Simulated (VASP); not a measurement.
# CdI2 (P-3m1) in VASP: single point with r2SCAN0

Aim: the single point of CdI2 with r2SCAN0.

All numbers are computed with VASP 6.6.1; they aren't measurements. Logs are shortened: lines on timing, memory, paths and dates and some standing lists are left out, and cuts for length are marked.

### Step 1. The cell of the first run

It takes space group P-3m1 (No. 164, trigonal). The conventional cell has a = 4.249 Å, b = 4.249 Å, c = 6.884 Å, α = 90.00°, β = 90.00°, γ = 120.00°. Within 3.9 Å of Cd (site symmetry -3m) lie 6 I at 2.99 Å. Within 3.9 Å of I (site symmetry 3m) lie 3 Cd at 2.99 Å.

### Step 2. Single point, r2SCAN0

Input file POSCAR:

```
CdI2
1.0
    4.2487073931      0.0000000000      0.0000000000
   -2.1243536965      3.6794885357      0.0000000000
    0.0000000000      0.0000000000      6.8836385196
Cd I
1 2
Direct
    0.0000000000      0.0000000000      0.0000000000
    0.3333333333      0.6666666667      0.2495631425
    0.6666666667      0.3333333333      0.7504368575
```

Input file INCAR.step1:

```
SYSTEM = CdI2
PREC = Accurate
ENCUT = 440
EDIFF = 1E-5
ISMEAR = 0
SIGMA = 0.01
LREAL = .FALSE.
LASPH = .TRUE.
NELM = 120
ALGO = Normal
ISIF = 2
LWAVE = .TRUE.
LCHARG = .FALSE.
GGA = PE
NBANDS = 20
GGA_COMPAT = .FALSE.
KPAR = 4
```

Input file INCAR.step2:

```
SYSTEM = CdI2
PREC = Accurate
ENCUT = 440
EDIFF = 1E-6
ISMEAR = 0
SIGMA = 0.01
LREAL = .FALSE.
LASPH = .TRUE.
NELM = 120
ALGO = Normal
ISIF = 2
LWAVE = .FALSE.
LCHARG = .FALSE.
METAGGA = R2SCAN
LHFCALC = .TRUE.
AEXX = 0.25
LMIXTAU = .TRUE.
PRECFOCK = Normal
ISTART = 1
NBANDS = 20
GGA_COMPAT = .FALSE.
KPAR = 4
```

Input file KPOINTS:

```
Automatic mesh
0
G
  6 6 4
  0 0 0
```

Potentials or basis: VASP PAW PBE potentials, release 64 (Cd, I).

Command:

```
> cat potpaw_PBE.64/Cd/POTCAR potpaw_PBE.64/I/POTCAR > POTCAR
> cp INCAR.step1 INCAR
> mpirun -np 4 vasp_std > vasp.out
> cp INCAR.step2 INCAR
> mpirun -np 4 vasp_std > vasp.out
```

OUTCAR:

```text
SYSTEM = CdI2
   PREC = Accurate
   ENCUT = 440
   EDIFF = 1E-6
   ISMEAR = 0
   LREAL = .FALSE.
   LASPH = .TRUE.
   NELM = 120
   ISIF = 2
   METAGGA = R2SCAN
   LHFCALC = .TRUE.
   AEXX = 0.25
   PRECFOCK = Normal
   ISTART = 1

 ion  position               nearest neighbor table
   1  0.000  0.000  0.000-   2 2.99   3 2.99   2 2.99   3 2.99   3 2.99   2 2.99
   2  0.333  0.667  0.250-   1 2.99   1 2.99   1 2.99
   3  0.667  0.333  0.750-   1 2.99   1 2.99   1 2.99

  LATTYP: Found a hexagonal cell.
 ALAT       =     4.2487073931
 C/A-ratio  =     1.6201724154

  Lattice vectors:

 A1 = (   4.2487073931,   0.0000000000,   0.0000000000)
 A2 = (  -2.1243536965,   3.6794885357,   0.0000000000)
 A3 = (   0.0000000000,   0.0000000000,   6.8836385196)

Analysis of symmetry for initial positions (statically):
=====================================================================
 Subroutine PRICEL returns:
 Original cell was already a primitive cell.

 Routine SETGRP: Setting up the symmetry group for a
 hexagonal supercell.

 Subroutine GETGRP returns: Found 12 space group operations
 (whereof 12 operations were pure point group operations)
 out of a pool of 24 trial point group operations.

The static configuration has the point symmetry D_3d.

Analysis of symmetry for dynamics (positions and initial velocities):
=====================================================================
 Subroutine PRICEL returns:
 Original cell was already a primitive cell.

 Routine SETGRP: Setting up the symmetry group for a
 hexagonal supercell.

 Subroutine GETGRP returns: Found 12 space group operations
 (whereof 12 operations were pure point group operations)
 out of a pool of 24 trial point group operations.

The dynamic configuration has the point symmetry D_3d.

 Subroutine INISYM returns: Found 12 space group operations
 (whereof 12 operations are pure point group operations),
 and found     1 'primitive' translations

----------------------------------------------------------------------------------------

                                     Primitive cell

  volume of cell :     107.6124

  direct lattice vectors                    reciprocal lattice vectors
     4.248707393  0.000000000  0.000000000     0.235365702  0.135888452  0.000000000
    -2.124353697  3.679488536  0.000000000     0.000000000  0.271776903  0.000000000
     0.000000000  0.000000000  6.883638520     0.000000000  0.000000000  0.145272009

  length of vectors
     4.248707393  4.248707393  6.883638520     0.271776903  0.271776903  0.145272009

  position of ions in fractional coordinates (direct lattice)
     0.000000000  0.000000000  0.000000000
     0.333333333  0.666666667  0.249563143
     0.666666667  0.333333333  0.750436857

  ion indices of the primitive-cell ions
   primitive index   ion index
                 1           1
                 2           2
                 3           3

----------------------------------------------------------------------------------------

 KPOINTS: Automatic mesh

Automatic generation of k-mesh.
 Grid dimensions read from file:
 generate k-points for:    6    6    4

 Generating k-lattice:

  Cartesian coordinates                     Fractional coordinates (reciprocal lattice)
     0.039227617  0.022648075  0.000000000     0.166666667 -0.000000000  0.000000000
     0.000000000  0.045296151  0.000000000     0.000000000  0.166666667  0.000000000
     0.000000000  0.000000000  0.036318002     0.000000000  0.000000000  0.250000000

  Length of vectors
     0.045296151  0.045296151  0.036318002

  Shift w.r.t. Gamma in fractional coordinates (k-lattice)
     0.000000000  0.000000000  0.000000000

 Subroutine IBZKPT returns following result:
 ===========================================

 Found     24 irreducible k-points:

 Following reciprocal coordinates:
            Coordinates               Weight
  0.000000  0.000000  0.000000      1.000000
  0.166667 -0.000000  0.000000      6.000000
  0.333333 -0.000000  0.000000      6.000000
  0.500000 -0.000000  0.000000      3.000000
  0.166667  0.166667  0.000000      6.000000
  0.333333  0.166667  0.000000     12.000000
[... 16 lines left out ...]
  0.333333  0.166667  0.500000     12.000000
  0.333333  0.333333  0.500000      2.000000
   k-points           NKPTS =     24   k-points in BZ     NKDIM =    144   number of bands    NBANDS=     20
   number of dos      NEDOS =    301   number of ions     NIONS =      3
   total plane-waves  NPLWV =  43200
   dimension x,y,z NGX =    30 NGY =   30 NGZ =   48
   dimension x,y,z NGXF=    60 NGYF=   60 NGZF=   96
   ions per type =               1   2
   NGX,Y,Z   is equivalent  to a cutoff of  11.74, 11.74, 11.59 a.u.
   NGXF,Y,Z  is equivalent  to a cutoff of  23.48, 23.48, 23.18 a.u.
 SYSTEM =  CdI2
   PREC   = accura    normal or accurate (medium, high low for compatibility)
   ISTART =      1    job   : 0-new  1-cont  2-samecut
   ICHARG =      0    charge: 1-file 2-atom 10-const
   ISPIN  =      1    spin polarized calculation?
   LNONCOLLINEAR =      F non collinear calculations
   LSORBIT =      F    spin-orbit coupling
   LASPH  =      T    aspherical Exc in radial PAW
   ENCUT  =  440.0 eV  32.34 Ry    5.69 a.u.   7.27  7.27 11.77*2*pi/ulx,y,z
   NELM   =    120;   NELMIN=  2; NELMDL=  0     # of ELM steps
   EDIFF  = 0.1E-05   stopping-criterion for ELM
   LREAL  =      F    real-space projection
   EDIFFG = 0.1E-04   stopping-criterion for IOM
   NSW    =      0    number of steps for IOM
   IBRION =     -1    ionic relax: 0-MD 1-quasi-New 2-CG
   NFREE  =      0    steps in history (QN), initial steepest desc. (CG)
   ISIF   =      2    stress and relaxation
   ISYM   =      3    0-nonsym 1-usesym 2-fastsym
   POTIM  = 0.5000    time-step for ionic-motion
   TEBEG  =    0.0;   TEEND  =   0.0 temperature during run
   PSTRESS=    0.0 pullay stress
   NELECT =      26.0000    total number of electrons
   NUPDOWN=      -1.0000    fix difference up-down
   EMIN   =  10.00;   EMAX   =-10.00  energy-range for DOS
   EFERMI =   0.00;   METHOD = LEGACY
   ISMEAR =     0;   SIGMA  =   0.01  broadening in eV -4-tet -1-fermi 0-gaus
   EFERMI_NEDOS =   21; number of points for ismear=-14 and -15
   IALGO  =     38    algorithm
   IMIX   =      1    mixing-type and parameters
     AMIX     =   0.40;   BMIX     =  1.00
     AMIX_MAG =   1.60;   BMIX_MAG =  1.00
  volume/ion in A,a.u.               =      35.87       242.07
  Fermi-wavevector in a.u.,A,eV,Ry     =   1.019636  1.926833 14.145401  1.039658
  Thomas-Fermi vector in A             =   2.153161
   LORBIT       =      0    0 simple, 1 ext, 2 COOP (PROOUT), +10 PAW based schemes
   METAGGA = R2SCAN    functional components
   LHFCALC =     T    Hartree Fock is set to
   PRECFOCK=normal    Normal, Fast or Accurate (Low or Medium for compatibility)
   ENCUT4O =  -1.0   cutoff for four orbital integrals eV
   NKREDX  =     1    reduce k-point grid by
   NKREDY  =     1    reduce k-point grid by
   NKREDZ  =     1    reduce k-point grid by
   AEXX    =    0.2500 exact exchange contribution
   HFSCREEN=    0.0000 screening length (either q_TF or 0.3 A-1)
   HFSCREENC=   0.0000 screening length for correlation (either q_TF or 0.3 A-1)
   ENCUTFOCK=  -1.0 apply spherical cutoff to Coloumb kernel
   IVDW    =     0    specifies the selected vdW correction
   LEPSILON=     F    determine dielectric tensor
   LRPA    =     F    only Hartree local field effects (RPA)
 non-spin polarized calculation
 Gauss-broadening in eV      SIGMA  =   0.01
  energy-cutoff  :      440.00
  volume of cell :      107.61
 maximum number of plane-waves:      2297
 NGX is ok and might be reduce to    30
  NGX = 24; NGY = 24; NGZ = 36

 number of electron      25.9999996 magnetization

 Free energy of the ion-electron system (eV)
  ---------------------------------------------------
  ext. energy  EPLUGINS =         0.00000000
  ---------------------------------------------------
  free energy    TOTEN  =       -57.43078872 eV

  energy without entropy =      -57.43078872  energy(sigma->0) =      -57.43078872

 E-fermi :   0.8343     XC(G=0):  -7.0420

 val. band max:        0.7470383242   @ k =   0.1667  -0.0000   0.2500
 cond. band min:       5.0722304771   @ k =   0.5000  -0.0000   0.5000
 fundamental gap:      4.3251921529
 Fermi energy:         0.8343217559

 k-point     1 :       0.0000    0.0000    0.0000
  band No.  band energies     occupation
      1     -12.6867      2.00000
      2     -11.8786      2.00000
      3      -8.3672      2.00000
      4      -8.3672      2.00000
      5      -8.2169      2.00000
      6      -8.1477      2.00000
[... 12 lines left out ...]
     19      12.0864      0.00000
     20      12.1633      0.00000

 k-point     2 :       0.1667   -0.0000    0.0000
  band No.  band energies     occupation
      1     -12.5345      2.00000
      2     -11.8661      2.00000
      3      -8.3507      2.00000
      4      -8.2850      2.00000
      5      -8.1922      2.00000
      6      -8.1514      2.00000
[... 12 lines left out ...]
     19      11.0282      0.00000
     20      12.1326      0.00000

 k-point     3 :       0.3333   -0.0000    0.0000
  band No.  band energies     occupation
      1     -12.1851      2.00000
      2     -11.8532      2.00000
      3      -8.3333      2.00000
      4      -8.2186      2.00000
      5      -8.1444      2.00000
      6      -8.1126      2.00000
[... 12 lines left out ...]
     19      11.4246      0.00000
     20      12.1234      0.00000

 k-point     4 :       0.5000   -0.0000    0.0000
  band No.  band energies     occupation
      1     -11.9270      2.00000
      2     -11.9083      2.00000
      3      -8.3320      2.00000
      4      -8.2278      2.00000
      5      -8.1305      2.00000
      6      -8.0895      2.00000
[... 12 lines left out ...]
     19      12.1417      0.00000
     20      12.7100      0.00000

 k-point     5 :       0.1667    0.1667    0.0000
  band No.  band energies     occupation
      1     -12.2825      2.00000
      2     -11.8516      2.00000
      3      -8.3254      2.00000
      4      -8.2014      2.00000
      5      -8.1658      2.00000
      6      -8.1217      2.00000
[... 12 lines left out ...]
     19      10.0319      0.00000
     20      12.5441      0.00000

 k-point     6 :       0.3333    0.1667    0.0000
  band No.  band energies     occupation
      1     -11.9805      2.00000
      2     -11.8570      2.00000
      3      -8.2836      2.00000
      4      -8.2006      2.00000
      5      -8.1345      2.00000
      6      -8.1030      2.00000
[... 12 lines left out ...]
     19      11.3168      0.00000
     20      12.3007      0.00000

 k-point     7 :       0.3333    0.3333    0.0000
  band No.  band energies     occupation
      1     -11.8660      2.00000
      2     -11.8660      2.00000
      3      -8.1767      2.00000
      4      -8.1767      2.00000
      5      -8.1185      2.00000
      6      -8.0948      2.00000
[... 12 lines left out ...]
     19      11.2658      0.00000
     20      11.2658      0.00000
[... 277 lines left out ...]
 k-point    20 :       0.3333   -0.0000    0.5000
  band No.  band energies     occupation
      1     -12.0770      2.00000
      2     -11.9638      2.00000
      3      -8.3342      2.00000
      4      -8.2234      2.00000
      5      -8.1409      2.00000
      6      -8.1126      2.00000
[... 12 lines left out ...]
     19      12.1505      0.00000
     20      12.4016      0.00000

 k-point    21 :       0.5000   -0.0000    0.5000
  band No.  band energies     occupation
      1     -11.9939      2.00000
      2     -11.8304      2.00000
      3      -8.3332      2.00000
      4      -8.2313      2.00000
      5      -8.1261      2.00000
      6      -8.0894      2.00000
[... 12 lines left out ...]
     19      12.4153      0.00000
     20      12.9147      0.00000

 k-point    22 :       0.1667    0.1667    0.5000
  band No.  band energies     occupation
      1     -12.1335      2.00000
      2     -12.0123      2.00000
      3      -8.3209      2.00000
      4      -8.2145      2.00000
      5      -8.1637      2.00000
      6      -8.1306      2.00000
[... 12 lines left out ...]
     19      10.9342      0.00000
     20      11.8787      0.00000

 k-point    23 :       0.3333    0.1667    0.5000
  band No.  band energies     occupation
      1     -11.9575      2.00000
      2     -11.8751      2.00000
      3      -8.2754      2.00000
      4      -8.2028      2.00000
      5      -8.1320      2.00000
      6      -8.1032      2.00000
[... 12 lines left out ...]
     19      11.0623      0.00000
     20      12.4651      0.00000

 k-point    24 :       0.3333    0.3333    0.5000
  band No.  band energies     occupation
      1     -11.8653      2.00000
      2     -11.8653      2.00000
      3      -8.1719      2.00000
      4      -8.1719      2.00000
      5      -8.1171      2.00000
      6      -8.0876      2.00000
[... 12 lines left out ...]
     19      11.9313      0.00000
     20      11.9315      0.00000

------------------------ aborting loop because EDIFF is reached ----------------------------------------

  FORCE on cell =-STRESS in cart. coord.  units (eV):
  Direction    XX          YY          ZZ          XY          YZ          ZX
  --------------------------------------------------------------------------------------
  -------------------------------------------------------------------------------------
  Total        0.2206732      0.2206732      0.1780159      0.0000000      0.0000000     -0.0000000
  in kB        3.2854727      3.2854727      2.6503740      0.0000000      0.0000000     -0.0000000
  external PRESSURE =       3.0737731 kB  Pullay stress =       0.0000000 kB

 VOLUME and BASIS-vectors are now :
 -----------------------------------------------------------------------------
  energy-cutoff  :      440.00
  volume of cell :      107.61
      direct lattice vectors                 reciprocal lattice vectors
     4.248707393  0.000000000  0.000000000     0.235365702  0.135888452  0.000000000
    -2.124353697  3.679488536  0.000000000     0.000000000  0.271776903  0.000000000
     0.000000000  0.000000000  6.883638520     0.000000000  0.000000000  0.145272009

 POSITION                                       TOTAL-FORCE (eV/Angst)
 -----------------------------------------------------------------------------------
      0.00000      0.00000      0.00000         0.000000      0.000000      0.000000
     -0.00000      2.45299      1.71790         0.000000      0.000000     -0.082500
      2.12435      1.22650      5.16574        -0.000000      0.000000      0.082500
 -----------------------------------------------------------------------------------
    total drift:                                0.000000     -0.000000      0.000000

  FREE ENERGIE OF THE ION-ELECTRON SYSTEM (eV)
  ---------------------------------------------------
  free  energy   TOTEN  =       -57.4307887152 eV

  energy  without entropy=      -57.4307887152  energy(sigma->0) =      -57.43078872
```

Run time: 33 min. Hardware: 4 MPI ranks of Intel Xeon Platinum 8124M at 3.00GHz (Skylake/Cascade Lake), shared host; peak memory 0.28 GiB.

Results:

```yaml
Free_energy: -57.4308 eV
Pressure: 0.3 GPa
Largest_force: 0.083 eV/Å
Band_gap_on_the_k_mesh: 4.33 eV, indirect (least direct gap 4.65 eV)
```

Forces on the atoms (eV/Å):
```
Cd   0.000  0.000  0.000
I    0.000  0.000 -0.083
I    0.000  0.000  0.083
```

Caveat: the PAW data sets were made with another functional, which shifts forces and pressure a little; spin-orbit coupling is left out, which moves the levels of the heavy elements. A k mesh can miss the band edges.
